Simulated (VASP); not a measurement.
# Rh (R-3m) in VASP: single point with r2SCAN

Aim: the single point of Rh with r2SCAN.

Program: VASP 6.6.1. These are calculated values, not measurements. Logs are shortened: lines on timing, memory, paths and dates and some standing lists are left out, and cuts for length are marked.

### Step 1. The cell of the first run

It takes space group R-3m (No. 166, trigonal). Conventional cell: a = 2.253 Å, b = 2.253 Å, c = 9.383 Å, α = 90.00°, β = 90.00°, γ = 120.00°. Rh (site symmetry -3m) has 6 Rh at 2.25 Å within 3.0 Å.

### Step 2. Single point, r2SCAN

POSCAR

```
Rh
1.0
    0.7435295327      2.3368071028      2.3368071028
    2.3368071028      0.7435295327      2.3368071028
    2.3368071028      2.3368071028      0.7435295327
Rh
1
Direct
    0.0000000000      0.0000000000      0.0000000000
```

INCAR.step1

```
SYSTEM = Rh
PREC     = Accurate       ! precision mode
ENCUT    = 520            ! plane-wave cutoff, eV
ISMEAR   = 0              ! smearing method
SIGMA    = 0.15           ! smearing width, eV
LREAL    = .FALSE.        ! projectors in reciprocal space
LASPH    = .TRUE.         ! aspherical terms in the spheres
NELM     = 80             ! most SCF steps
NBANDS   = 14             ! bands
GGA      = PE             ! functional
ALGO     = Normal         ! electronic algorithm
EDIFF    = 1E-4           ! SCF threshold, eV
LWAVE    = .TRUE.         ! write WAVECAR
LCHARG   = .FALSE.        ! write CHGCAR
```

INCAR.step2

```
SYSTEM = Rh
PREC     = Accurate       ! precision mode
ENCUT    = 520            ! plane-wave cutoff, eV
EDIFF    = 1E-6           ! SCF threshold, eV
ISMEAR   = 0              ! smearing method
SIGMA    = 0.15           ! smearing width, eV
LREAL    = .FALSE.        ! projectors in reciprocal space
LASPH    = .TRUE.         ! aspherical terms in the spheres
NELM     = 80             ! most SCF steps
ALGO     = Normal         ! electronic algorithm
ISIF     = 2              ! what is computed and relaxed
LWAVE    = .FALSE.        ! write WAVECAR
LCHARG   = .FALSE.        ! write CHGCAR
METAGGA  = R2SCAN         ! meta-GGA
LMIXTAU  = .TRUE.       
NBANDS   = 14             ! bands
ISTART   = 1
```

KPOINTS

```
Automatic mesh
0
G
  24 24 24
  0 0 0
```

Potentials or basis: VASP PAW PBE potentials, release 64 (Rh_pv).

Run with:

```bash
$ cat potpaw_PBE.64/Rh_pv/POTCAR > POTCAR
$ cp INCAR.step1 INCAR
$ mpirun -np 1 vasp_std > vasp.out
$ cp INCAR.step2 INCAR
$ mpirun -np 1 vasp_std > vasp.out
```

OUTCAR:

```text
SYSTEM = Rh
   PREC = Accurate
   ENCUT = 520
   EDIFF = 1E-6
   ISMEAR = 0
   LREAL = .FALSE.
   LASPH = .TRUE.
   NELM = 80
   ISIF = 2
   METAGGA = R2SCAN
   ISTART = 1

 ion  position               nearest neighbor table
   1  0.000  0.000  0.000-

  LATTYP: Found a trigonal (rhomboedric) cell.
 ALAT       =     3.3873545780
 COS(alpha) =     0.7787610619

  Lattice vectors:

 A1 = (   0.7435295327,   2.3368071028,   2.3368071028)
 A2 = (   2.3368071028,   0.7435295327,   2.3368071028)
 A3 = (   2.3368071028,   2.3368071028,   0.7435295327)

Analysis of symmetry for initial positions (statically):
=====================================================================
 Subroutine PRICEL returns:
 Original cell was already a primitive cell.

 Routine SETGRP: Setting up the symmetry group for a
 trigonal (rhombohedral) supercell.

 Subroutine GETGRP returns: Found 12 space group operations
 (whereof 12 operations were pure point group operations)
 out of a pool of 12 trial point group operations.

The static configuration has the point symmetry D_3d.

Analysis of symmetry for dynamics (positions and initial velocities):
=====================================================================
 Subroutine PRICEL returns:
 Original cell was already a primitive cell.

 Routine SETGRP: Setting up the symmetry group for a
 trigonal (rhombohedral) supercell.

 Subroutine GETGRP returns: Found 12 space group operations
 (whereof 12 operations were pure point group operations)
 out of a pool of 12 trial point group operations.

The dynamic configuration has the point symmetry D_3d.

 Subroutine INISYM returns: Found 12 space group operations
 (whereof 12 operations are pure point group operations),
 and found     1 'primitive' translations

----------------------------------------------------------------------------------------

                                     Primitive cell

  volume of cell :      13.7516

  direct lattice vectors                    reciprocal lattice vectors
     0.743529533  2.336807103  2.336807103    -0.356891644  0.270745385  0.270745385
     2.336807103  0.743529533  2.336807103     0.270745385 -0.356891644  0.270745385
     2.336807103  2.336807103  0.743529533     0.270745385  0.270745385 -0.356891644

  length of vectors
     3.387354578  3.387354578  3.387354578     0.523428861  0.523428861  0.523428861

  position of ions in fractional coordinates (direct lattice)
     0.000000000  0.000000000  0.000000000

  ion indices of the primitive-cell ions
   primitive index   ion index
                 1           1

----------------------------------------------------------------------------------------

 KPOINTS: Automatic mesh

Automatic generation of k-mesh.
 Grid dimensions read from file:
 generate k-points for:   24   24   24

 Generating k-lattice:

  Cartesian coordinates                     Fractional coordinates (reciprocal lattice)
    -0.014870485  0.011281058  0.011281058     0.041666667  0.000000000  0.000000000
     0.011281058 -0.014870485  0.011281058     0.000000000  0.041666667  0.000000000
     0.011281058  0.011281058 -0.014870485     0.000000000  0.000000000  0.041666667

  Length of vectors
     0.021809536  0.021809536  0.021809536

  Shift w.r.t. Gamma in fractional coordinates (k-lattice)
     0.000000000  0.000000000  0.000000000

 Subroutine IBZKPT returns following result:
 ===========================================

 Found   1313 irreducible k-points:

 Following reciprocal coordinates:
            Coordinates               Weight
  0.000000  0.000000  0.000000      1.000000
  0.041667  0.000000  0.000000      6.000000
  0.083333  0.000000  0.000000      6.000000
  0.125000  0.000000  0.000000      6.000000
  0.166667 -0.000000  0.000000      6.000000
  0.208333  0.000000  0.000000      6.000000
[... 16 lines left out ...]
  0.416667  0.041667 -0.000000     12.000000
  0.458333  0.041667  0.000000     12.000000
 [... further k-points ...]
   k-points           NKPTS =   1313   k-points in BZ     NKDIM =   1313   number of bands    NBANDS=     14
   number of dos      NEDOS =    301   number of ions     NIONS =      1
   total plane-waves  NPLWV =  21952
   dimension x,y,z NGX =    28 NGY =   28 NGZ =   28
   dimension x,y,z NGXF=    56 NGYF=   56 NGZF=   56
   ions per type =               1
   NGX,Y,Z   is equivalent  to a cutoff of  13.74, 13.74, 13.74 a.u.
   NGXF,Y,Z  is equivalent  to a cutoff of  27.48, 27.48, 27.48 a.u.
 SYSTEM =  Rh
   PREC   = accura    normal or accurate (medium, high low for compatibility)
   ISTART =      1    job   : 0-new  1-cont  2-samecut
   ICHARG =      0    charge: 1-file 2-atom 10-const
   ISPIN  =      1    spin polarized calculation?
   LNONCOLLINEAR =      F non collinear calculations
   LSORBIT =      F    spin-orbit coupling
   LASPH  =      T    aspherical Exc in radial PAW
   ENCUT  =  520.0 eV  38.22 Ry    6.18 a.u.   6.30  6.30  6.30*2*pi/ulx,y,z
   NELM   =     80;   NELMIN=  2; NELMDL=  0     # of ELM steps
   EDIFF  = 0.1E-05   stopping-criterion for ELM
   LREAL  =      F    real-space projection
   EDIFFG = 0.1E-04   stopping-criterion for IOM
   NSW    =      0    number of steps for IOM
   IBRION =     -1    ionic relax: 0-MD 1-quasi-New 2-CG
   NFREE  =      0    steps in history (QN), initial steepest desc. (CG)
   ISIF   =      2    stress and relaxation
   ISYM   =      2    0-nonsym 1-usesym 2-fastsym
   POTIM  = 0.5000    time-step for ionic-motion
   TEBEG  =    0.0;   TEEND  =   0.0 temperature during run
   PSTRESS=    0.0 pullay stress
   NELECT =      15.0000    total number of electrons
   NUPDOWN=      -1.0000    fix difference up-down
   EMIN   =  10.00;   EMAX   =-10.00  energy-range for DOS
   EFERMI =   0.00;   METHOD = LEGACY
   ISMEAR =     0;   SIGMA  =   0.15  broadening in eV -4-tet -1-fermi 0-gaus
   EFERMI_NEDOS =   21; number of points for ismear=-14 and -15
   IALGO  =     38    algorithm
   IMIX   =      4    mixing-type and parameters
     AMIX     =   0.40;   BMIX     =  1.00
     AMIX_MAG =   1.60;   BMIX_MAG =  1.00
  volume/ion in A,a.u.               =      13.75        92.80
  Fermi-wavevector in a.u.,A,eV,Ry     =   1.685211  3.184586 38.639656  2.839935
  Thomas-Fermi vector in A             =   2.768095
   LORBIT       =      0    0 simple, 1 ext, 2 COOP (PROOUT), +10 PAW based schemes
   METAGGA = R2SCAN    functional components
   LHFCALC =     F    Hartree Fock is set to
   AEXX    =    0.0000 exact exchange contribution
   IVDW    =     0    specifies the selected vdW correction
   LEPSILON=     F    determine dielectric tensor
   LRPA    =     F    only Hartree local field effects (RPA)
 non-spin polarized calculation
 Gauss-broadening in eV      SIGMA  =   0.15
  energy-cutoff  :      520.00
  volume of cell :       13.75
 maximum number of plane-waves:       383
 NGX is ok and might be reduce to    28
   NGX = 13   NGY = 13   NGZ = 13

 number of electron      14.9999999 magnetization

 Free energy of the ion-electron system (eV)
  ---------------------------------------------------
  ext. energy  EPLUGINS =         0.00000000
  ---------------------------------------------------
  free energy    TOTEN  =       -21.31167467 eV

  energy without entropy =      -21.29516704  energy(sigma->0) =      -21.30342086

 E-fermi :  11.8858     XC(G=0): -14.6858

 val. band max:       11.8853195971   @ k =  -0.4167  -0.4167   0.2917
 cond. band min:      11.8864593997   @ k =  -0.1667  -0.1667   0.1250
 fundamental gap:      0.0011398026
 Fermi energy:        11.8857976100

 k-point     1 :       0.0000    0.0000    0.0000
  band No.  band energies     occupation
      1     -36.4252      2.00000
      2     -35.5292      2.00000
      3     -35.5292      2.00000
      4       3.5667      2.00000
      5       5.4866      2.00000
      6       7.6765      2.00000
      7       7.6765      2.00000
      8      12.9363      0.00000
      9      12.9363      0.00000
     10      20.5500      0.00000
     11      29.9723      0.00000
     12      31.3662      0.00000
     13      31.5743      0.00000
     14      42.7324      0.00000

 k-point     2 :       0.0417    0.0000    0.0000
  band No.  band energies     occupation
      1     -36.4172      2.00000
      2     -35.5868      2.00000
      3     -35.5418      2.00000
      4       3.6936      2.00000
      5       5.5435      2.00000
      6       7.5918      2.00000
      7       7.7752      2.00000
      8      12.6850      0.00000
      9      12.9049      0.00000
     10      20.8407      0.00000
     11      29.9721      0.00000
     12      31.5653      0.00000
     13      31.6208      0.00000
     14      41.7844      0.00000

 k-point     3 :       0.0833    0.0000    0.0000
  band No.  band energies     occupation
      1     -36.3936      2.00000
      2     -35.7546      2.00000
      3     -35.5789      2.00000
      4       4.0520      2.00000
      5       5.7119      2.00000
      6       7.3717      2.00000
      7       8.0682      2.00000
      8      12.0366      0.15501
      9      12.8135      0.00000
     10      21.5993      0.00000
     11      29.9719      0.00000
     12      31.5874      0.00000
     13      32.3103      0.00000
     14      40.0339      0.00000
[... 324 lines left out ...]
 k-point    23 :       0.4167    0.0417   -0.0000
  band No.  band energies     occupation
      1     -38.2935      2.00000
      2     -36.2040      2.00000
      3     -35.9894      2.00000
      4       3.1205      2.00000
      5       6.0621      2.00000
      6      10.0528      2.00000
      7      11.3216      2.00000
      8      13.1880      0.00000
      9      15.2113      0.00000
     10      25.2417      0.00000
     11      27.2913      0.00000
     12      29.9782      0.00000
     13      32.0869      0.00000
     14      36.8951      0.00000

 k-point    24 :       0.4583    0.0417    0.0000
  band No.  band energies     occupation
      1     -38.4752      2.00000
      2     -36.2504      2.00000
      3     -35.9567      2.00000
      4       2.8997      2.00000
      5       5.7958      2.00000
      6      10.4647      2.00000
      7      11.2191      2.00000
      8      14.1025      0.00000
      9      16.1320      0.00000
     10      25.0292      0.00000
     11      26.2960      0.00000
     12      29.9772      0.00000
     13      31.8561      0.00000
     14      37.1702      0.00000

 [... further k-points ...]

------------------------ aborting loop because EDIFF is reached ----------------------------------------

  FORCE on cell =-STRESS in cart. coord.  units (eV):
  Direction    XX          YY          ZZ          XY          YZ          ZX
  --------------------------------------------------------------------------------------
  -------------------------------------------------------------------------------------
  Total        9.7544517      9.7544517      9.7544517     -5.8402899     -5.8402899     -5.8402899
  in kB     1136.4758200   1136.4758200   1136.4758200   -680.4429912   -680.4429912   -680.4429912
  external PRESSURE =    1136.4758200 kB  Pullay stress =       0.0000000 kB

 VOLUME and BASIS-vectors are now :
 -----------------------------------------------------------------------------
  energy-cutoff  :      520.00
  volume of cell :       13.75
      direct lattice vectors                 reciprocal lattice vectors
     0.743529533  2.336807103  2.336807103    -0.356891644  0.270745385  0.270745385
     2.336807103  0.743529533  2.336807103     0.270745385 -0.356891644  0.270745385
     2.336807103  2.336807103  0.743529533     0.270745385  0.270745385 -0.356891644

 POSITION                                       TOTAL-FORCE (eV/Angst)
 -----------------------------------------------------------------------------------
      0.00000      0.00000      0.00000         0.000000      0.000000     -0.000000
 -----------------------------------------------------------------------------------
    total drift:                               -0.000000     -0.000000     -0.000000

  FREE ENERGIE OF THE ION-ELECTRON SYSTEM (eV)
  ---------------------------------------------------
  free  energy   TOTEN  =       -21.3116746700 eV

  energy  without entropy=      -21.2951670409  energy(sigma->0) =      -21.30342086
```

It took 11 min on 1 thread of Intel Xeon 6975P-C (Granite Rapids), shared host; peak memory 0.37 GiB.

Results:

```yaml
Free_energy: -21.3117 eV
Pressure: 113.6 GPa
Band_gap_on_the_k_mesh: zero (an odd number of electrons rules out a gap without spin polarisation)
```

Stress tensor (GPa, compression positive):
```
113.65 -68.04 -68.04
-68.04 113.65 -68.04
-68.04 -68.04 113.65
```

Levels at points of the mesh, in eV from the Fermi level:
| k point | band 3 | band 4 | band 5 | band 6 | band 7 | band 8 | band 9 | band 10 | band 11 | band 12 |
| --- | --- | --- | --- | --- | --- | --- | --- | --- | --- | --- |
| (0.00, 0.00, 0.00) | -47.41 | -8.32 | -6.40 | -4.21 | -4.21 | 1.05 | 1.05 | 8.66 | 18.09 | 19.48 |
| (0.50, 0.00, 0.00) | -47.82 | -9.23 | -6.26 | -1.22 | -0.60 | 3.56 | 4.11 | 12.86 | 13.89 | 18.09 |
| (0.50, 0.50, 0.00) | -47.85 | -9.28 | -6.91 | -0.22 | -0.01 | 3.57 | 5.44 | 10.62 | 13.89 | 18.08 |
| (0.50, 0.50, 0.50) | -47.42 | -8.11 | -4.23 | -4.23 | -2.12 | 0.68 | 1.17 | 1.17 | 18.09 | 19.21 |

Caveat: the cell stands under pressure; the PAW data sets were made with another functional, which shifts forces and pressure a little.
